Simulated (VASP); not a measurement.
# BeTe (F-43m) in VASP: a series of runs

The runs below take BeTe through single point, with PBE.

Program: VASP 6.6.1. These are calculated values, not measurements. Logs are shortened: lines on timing, memory, paths and dates and some standing lists are left out, and cuts for length are marked.

## 1. The cell of the first run

Symmetry: F-43m, No. 216, cubic system. The conventional cell has a = 5.388 Å, b = 5.388 Å, c = 5.388 Å, α = 90.00°, β = 90.00°, γ = 90.00°. Be (site symmetry -43m) has 4 Te at 2.33 Å within 3.1 Å. Within 3.1 Å of Te (site symmetry -43m) lie 4 Be at 2.33 Å.

## 2. Single point, PBE

INCAR

```
SYSTEM = BeTe
ALGO = Normal
EDIFF = 1E-6
ENCUT = 600
GGA = PE
GGA_COMPAT = .False.
ISIF = 2
ISMEAR = 0
LASPH = .True.
LCHARG = .True.
LELF = .True.
LREAL = .False.
LVHAR = .True.
LWAVE = .False.
NBANDS = 11
NELM = 120
PREC = Accurate
SIGMA = 0.01
```

KPOINTS

```
k-points
0
Gamma
  6 6 6
  0 0 0
```

POSCAR

```
BeTe
1.0
    0.0000000000      2.6940710486      2.6940710486
    2.6940710486      0.0000000000      2.6940710486
    2.6940710486      2.6940710486      0.0000000000
Be Te
1 1
Direct
    0.0000000000      0.0000000000      0.0000000000
    0.2500000000      0.2500000000      0.2500000000
```

Potentials or basis: VASP PAW PBE potentials, release 64 (Be, Te).

The run is started by

```console
> cat potpaw_PBE.64/Be/POTCAR potpaw_PBE.64/Te/POTCAR > POTCAR
> mpirun -np 1 vasp_std > vasp.out
```

OUTCAR:

```text
SYSTEM = BeTe
   EDIFF = 1E-6
   ENCUT = 600
   GGA = PE
   ISIF = 2
   ISMEAR = 0
   LASPH = .True.
   LREAL = .False.
   NELM = 120
   PREC = Accurate

 ion  position               nearest neighbor table
   1  0.000  0.000  0.000-   2 2.33   2 2.33   2 2.33   2 2.33
   2  0.250  0.250  0.250-   1 2.33   1 2.33   1 2.33   1 2.33

  LATTYP: Found a face centered cubic cell.
 ALAT       =     5.3881420972

  Lattice vectors:

 A1 = (   0.0000000000,   2.6940710486,   2.6940710486)
 A2 = (   2.6940710486,   0.0000000000,   2.6940710486)
 A3 = (   2.6940710486,   2.6940710486,   0.0000000000)

Analysis of symmetry for initial positions (statically):
=====================================================================
 Subroutine PRICEL returns:
 Original cell was already a primitive cell.

 Routine SETGRP: Setting up the symmetry group for a
 face centered cubic supercell.

 Subroutine GETGRP returns: Found 24 space group operations
 (whereof 24 operations were pure point group operations)
 out of a pool of 48 trial point group operations.

The static configuration has the point symmetry T_d .

Analysis of symmetry for dynamics (positions and initial velocities):
=====================================================================
 Subroutine PRICEL returns:
 Original cell was already a primitive cell.

 Routine SETGRP: Setting up the symmetry group for a
 face centered cubic supercell.

 Subroutine GETGRP returns: Found 24 space group operations
 (whereof 24 operations were pure point group operations)
 out of a pool of 48 trial point group operations.

The dynamic configuration has the point symmetry T_d .

 Subroutine INISYM returns: Found 24 space group operations
 (whereof 24 operations are pure point group operations),
 and found     1 'primitive' translations

----------------------------------------------------------------------------------------

                                     Primitive cell

  volume of cell :      39.1072

  direct lattice vectors                    reciprocal lattice vectors
     0.000000000  2.694071049  2.694071049    -0.185592730  0.185592730  0.185592730
     2.694071049  0.000000000  2.694071049     0.185592730 -0.185592730  0.185592730
     2.694071049  2.694071049  0.000000000     0.185592730  0.185592730 -0.185592730

  length of vectors
     3.809991815  3.809991815  3.809991815     0.321456037  0.321456037  0.321456037

  position of ions in fractional coordinates (direct lattice)
     0.000000000  0.000000000  0.000000000
     0.250000000  0.250000000  0.250000000

  ion indices of the primitive-cell ions
   primitive index   ion index
                 1           1
                 2           2

----------------------------------------------------------------------------------------

 KPOINTS: k-points

Automatic generation of k-mesh.
 Grid dimensions read from file:
 generate k-points for:    6    6    6

 Generating k-lattice:

  Cartesian coordinates                     Fractional coordinates (reciprocal lattice)
    -0.030932122  0.030932122  0.030932122     0.166666667  0.000000000  0.000000000
     0.030932122 -0.030932122  0.030932122     0.000000000  0.166666667  0.000000000
     0.030932122  0.030932122 -0.030932122     0.000000000  0.000000000  0.166666667

  Length of vectors
     0.053576006  0.053576006  0.053576006

  Shift w.r.t. Gamma in fractional coordinates (k-lattice)
     0.000000000  0.000000000  0.000000000

 Subroutine IBZKPT returns following result:
 ===========================================

 Found     16 irreducible k-points:

 Following reciprocal coordinates:
            Coordinates               Weight
  0.000000  0.000000  0.000000      1.000000
  0.166667  0.000000  0.000000      8.000000
  0.333333  0.000000  0.000000      8.000000
  0.500000  0.000000  0.000000      4.000000
  0.166667  0.166667  0.000000      6.000000
  0.333333  0.166667  0.000000     24.000000
[... 8 lines left out ...]
 -0.333333  0.333333  0.166667     24.000000
 -0.333333  0.500000  0.166667     12.000000
   k-points           NKPTS =     16   k-points in BZ     NKDIM =     16   number of bands    NBANDS=     11
   number of dos      NEDOS =    301   number of ions     NIONS =      2
   total plane-waves  NPLWV =  27000
   dimension x,y,z NGX =    30 NGY =   30 NGZ =   30
   dimension x,y,z NGXF=    60 NGYF=   60 NGZF=   60
   ions per type =               1   1
   NGX,Y,Z   is equivalent  to a cutoff of  13.09, 13.09, 13.09 a.u.
   NGXF,Y,Z  is equivalent  to a cutoff of  26.18, 26.18, 26.18 a.u.
 SYSTEM =  BeTe
   PREC   = accura    normal or accurate (medium, high low for compatibility)
   ISTART =      0    job   : 0-new  1-cont  2-samecut
   ICHARG =      2    charge: 1-file 2-atom 10-const
   ISPIN  =      1    spin polarized calculation?
   LNONCOLLINEAR =      F non collinear calculations
   LSORBIT =      F    spin-orbit coupling
   LASPH  =      T    aspherical Exc in radial PAW
   ENCUT  =  600.0 eV  44.10 Ry    6.64 a.u.   7.61  7.61  7.61*2*pi/ulx,y,z
   NELM   =    120;   NELMIN=  2; NELMDL= -5     # of ELM steps
   EDIFF  = 0.1E-05   stopping-criterion for ELM
   LREAL  =      F    real-space projection
   EDIFFG = 0.1E-04   stopping-criterion for IOM
   NSW    =      0    number of steps for IOM
   IBRION =     -1    ionic relax: 0-MD 1-quasi-New 2-CG
   NFREE  =      0    steps in history (QN), initial steepest desc. (CG)
   ISIF   =      2    stress and relaxation
   ISYM   =      2    0-nonsym 1-usesym 2-fastsym
   POTIM  = 0.5000    time-step for ionic-motion
   TEBEG  =    0.0;   TEEND  =   0.0 temperature during run
   PSTRESS=    0.0 pullay stress
   NELECT =       8.0000    total number of electrons
   NUPDOWN=      -1.0000    fix difference up-down
   EMIN   =  10.00;   EMAX   =-10.00  energy-range for DOS
   EFERMI =   0.00;   METHOD = LEGACY
   ISMEAR =     0;   SIGMA  =   0.01  broadening in eV -4-tet -1-fermi 0-gaus
   EFERMI_NEDOS =   21; number of points for ismear=-14 and -15
   IALGO  =     38    algorithm
   IMIX   =      4    mixing-type and parameters
     AMIX     =   0.40;   BMIX     =  1.00
     AMIX_MAG =   1.60;   BMIX_MAG =  1.00
  volume/ion in A,a.u.               =      19.55       131.95
  Fermi-wavevector in a.u.,A,eV,Ry     =   0.964612  1.822851 12.659887  0.930475
  Thomas-Fermi vector in A             =   2.094258
   LORBIT       =      0    0 simple, 1 ext, 2 COOP (PROOUT), +10 PAW based schemes
   GGA     = PE    functional components
   LHFCALC =     F    Hartree Fock is set to
   AEXX    =    0.0000 exact exchange contribution
   IVDW    =     0    specifies the selected vdW correction
   LEPSILON=     F    determine dielectric tensor
   LRPA    =     F    only Hartree local field effects (RPA)
 non-spin polarized calculation
 Gauss-broadening in eV      SIGMA  =   0.01
  energy-cutoff  :      600.00
  volume of cell :       39.11
 maximum number of plane-waves:      1315
   NGX = 15   NGY = 15   NGZ = 15

 number of electron       8.0000000 magnetization

 Free energy of the ion-electron system (eV)
  ---------------------------------------------------
  ext. energy  EPLUGINS =         0.00000000
  ---------------------------------------------------
  free energy    TOTEN  =        -7.41139594 eV

  energy without entropy =       -7.41139594  energy(sigma->0) =       -7.41139594

 E-fermi :   6.7441     XC(G=0):  -9.6001

 val. band max:        6.6955872802   @ k =   0.0000   0.0000   0.0000
 cond. band min:       8.3051172304   @ k =   0.5000   0.5000   0.0000
 fundamental gap:      1.6095299502
 Fermi energy:         6.7440921388

 k-point     1 :       0.0000    0.0000    0.0000
  band No.  band energies     occupation
      1      -6.5630      2.00000
      2       6.6956      2.00000
      3       6.6956      2.00000
      4       6.6956      2.00000
      5      10.1626      0.00000
      6      10.1626      0.00000
      7      10.1626      0.00000
      8      11.5445      0.00000
      9      15.1792      0.00000
     10      17.2135      0.00000
     11      17.2135      0.00000

 k-point     2 :       0.1667    0.0000    0.0000
  band No.  band energies     occupation
      1      -6.2508      2.00000
      2       4.4121      2.00000
      3       6.2149      2.00000
      4       6.2149      2.00000
      5      10.3794      0.00000
      6      10.8132      0.00000
      7      10.8132      0.00000
      8      13.3300      0.00000
      9      15.7820      0.00000
     10      15.8404      0.00000
     11      15.8404      0.00000

 k-point     3 :       0.3333    0.0000    0.0000
  band No.  band energies     occupation
      1      -5.4433      2.00000
      2       1.5538      2.00000
      3       5.5654      2.00000
      4       5.5654      2.00000
      5      10.2156      0.00000
      6      11.2731      0.00000
      7      11.2731      0.00000
      8      14.5805      0.00000
      9      16.4982      0.00000
     10      16.4982      0.00000
     11      16.7258      0.00000

 k-point     4 :       0.5000    0.0000    0.0000
  band No.  band energies     occupation
      1      -4.8561      2.00000
      2       0.2359      2.00000
      3       5.3167      2.00000
      4       5.3167      2.00000
      5      10.1401      0.00000
      6      11.1947      0.00000
      7      11.1947      0.00000
      8      14.4067      0.00000
      9      18.2388      0.00000
     10      18.6954      0.00000
     11      18.6954      0.00000

 k-point     5 :       0.1667    0.1667    0.0000
  band No.  band energies     occupation
      1      -6.1459      2.00000
      2       4.8886      2.00000
      3       5.4250      2.00000
      4       5.4250      2.00000
      5       9.5173      0.00000
      6      12.0108      0.00000
      7      12.0108      0.00000
      8      12.2618      0.00000
      9      15.0074      0.00000
     10      16.6119      0.00000
     11      17.6666      0.00000
[... 99 lines left out ...]
 k-point    13 :       0.5000    0.5000    0.0000
  band No.  band energies     occupation
      1      -4.2203      2.00000
      2       0.8137      2.00000
      3       3.5097      2.00000
      4       3.5097      2.00000
      5       8.3051      0.00000
      6       9.1375      0.00000
      7      17.2560      0.00000
      8      17.2560      0.00000
      9      19.0268      0.00000
     10      20.7311      0.00000
     11      20.7311      0.00000

 k-point    14 :       0.5000    0.3333    0.1667
  band No.  band energies     occupation
      1      -4.8168      2.00000
      2       1.6875      2.00000
      3       3.0432      2.00000
      4       4.2740      2.00000
      5      10.6039      0.00000
      6      11.5290      0.00000
      7      12.3045      0.00000
      8      14.9452      0.00000
      9      17.1449      0.00000
     10      17.8497      0.00000
     11      20.2284      0.00000

 k-point    15 :      -0.3333    0.3333    0.1667
  band No.  band energies     occupation
      1      -4.3683      2.00000
      2       1.0828      2.00000
      3       2.5765      2.00000
      4       3.7576      2.00000
      5      11.0505      0.00000
      6      11.6032      0.00000
      7      13.8289      0.00000
      8      14.4245      0.00000
      9      15.8099      0.00000
     10      19.1800      0.00000
     11      20.1423      0.00000

 k-point    16 :      -0.3333    0.5000    0.1667
  band No.  band energies     occupation
      1      -4.1793      2.00000
      2       1.2183      2.00000
      3       2.6342      2.00000
      4       2.9441      2.00000
      5      10.3200      0.00000
      6      10.8930      0.00000
      7      14.4751      0.00000
      8      14.7766      0.00000
      9      18.2958      0.00000
     10      19.5122      0.00000
     11      20.1613      0.00000

------------------------ aborting loop because EDIFF is reached ----------------------------------------

  FORCE on cell =-STRESS in cart. coord.  units (eV):
  Direction    XX          YY          ZZ          XY          YZ          ZX
  --------------------------------------------------------------------------------------
  -------------------------------------------------------------------------------------
  Total        2.8558469      2.8558469      2.8558469     -0.0000000      0.0000000      0.0000000
  in kB      117.0006748    117.0006748    117.0006748     -0.0000000      0.0000000      0.0000000
  external PRESSURE =     117.0006748 kB  Pullay stress =       0.0000000 kB

 VOLUME and BASIS-vectors are now :
 -----------------------------------------------------------------------------
  energy-cutoff  :      600.00
  volume of cell :       39.11
      direct lattice vectors                 reciprocal lattice vectors
     0.000000000  2.694071049  2.694071049    -0.185592730  0.185592730  0.185592730
     2.694071049  0.000000000  2.694071049     0.185592730 -0.185592730  0.185592730
     2.694071049  2.694071049  0.000000000     0.185592730  0.185592730 -0.185592730

 POSITION                                       TOTAL-FORCE (eV/Angst)
 -----------------------------------------------------------------------------------
      0.00000      0.00000      0.00000        -0.000000     -0.000000     -0.000000
      1.34704      1.34704      1.34704         0.000000      0.000000      0.000000
 -----------------------------------------------------------------------------------
    total drift:                                0.000000      0.000000      0.000000

  FREE ENERGIE OF THE ION-ELECTRON SYSTEM (eV)
  ---------------------------------------------------
  free  energy   TOTEN  =        -7.4113959374 eV

  energy  without entropy=       -7.4113959374  energy(sigma->0) =       -7.41139594
```

Run time: 5.2 s. Hardware: 1 thread of Intel Xeon 6975P-C (Granite Rapids), shared host; peak memory 0.16 GiB.

What came out:

```
Free energy            : -7.4114 eV
Pressure               : 11.7 GPa
Band gap on the k mesh : 1.61 eV, indirect (least direct gap 3.47 eV)
```

Levels at points of the mesh, in eV from the valence-band top:
```tsv
k point	band 1	band 2	band 3	band 4	band 5	band 6	band 7	band 8
(0.00, 0.00, 0.00)	-13.26	0.00	0.00	0.00	3.47	3.47	3.47	4.85
(0.50, 0.00, 0.00)	-11.55	-6.46	-1.38	-1.38	3.44	4.50	4.50	7.71
(0.50, 0.50, 0.00)	-10.92	-5.88	-3.19	-3.19	1.61	2.44	10.56	10.56
```

Caveat: spin-orbit coupling is left out, which moves the levels of the heavy elements. A k mesh can miss the band edges.

## 3. Single point, PBE

This run uses another cell than the first one, of 20.12 Å³/atom, 1.029 times its volume.

INCAR

```
SYSTEM = BeTe
ALGO = Normal
EDIFF = 1E-6
ENCUT = 600
GGA = PE
GGA_COMPAT = .FALSE.
ISIF = 2
ISMEAR = 0
LASPH = .TRUE.
LCHARG = .FALSE.
LREAL = .FALSE.
LWAVE = .FALSE.
NBANDS = 11
NELM = 120
PREC = Accurate
SIGMA = 0.01
```

KPOINTS

```
k-points
0
G
  6 6 6
  0 0 0
```

POSCAR

```
BeTe
1.0
    0.0000000000      2.7198531994      2.7198531994
    2.7198531994      0.0000000000      2.7198531994
    2.7198531994      2.7198531994      0.0000000000
Be Te
1 1
Direct
    0.0000000000      0.0000000000      0.0000000000
    0.2500000000      0.2500000000      0.2500000000
```

Potentials or basis: VASP PAW PBE potentials, release 64 (Be, Te).

The run is started by

```console
> cat potpaw_PBE.64/Be/POTCAR potpaw_PBE.64/Te/POTCAR > POTCAR
> mpirun -np 1 vasp_std > vasp.out
```

It took 4.5 s on 1 thread of Intel Xeon 6975P-C (Granite Rapids), shared host; peak memory 0.17 GiB.

The run converged. Its results:

```
Free energy            : -7.4843 eV
Pressure               : 9.0 GPa
Band gap on the k mesh : 1.69 eV, indirect (least direct gap 3.50 eV)
```

Levels at points of the mesh, in eV from the valence-band top:
```
           k point  band 1  band 2  band 3  band 4  band 5  band 6  band 7  band 8
(0.00, 0.00, 0.00)  -13.04    0.00    0.00    0.00    3.50    3.50    3.50    4.62
(0.50, 0.00, 0.00)  -11.41   -6.25   -1.32   -1.32    3.36    4.52    4.52    7.74
(0.50, 0.50, 0.00)  -10.81   -5.71   -3.06   -3.06    1.69    2.50   10.37   10.37
```

Caveat: spin-orbit coupling is left out, which moves the levels of the heavy elements.

[end of part 1 of 2]
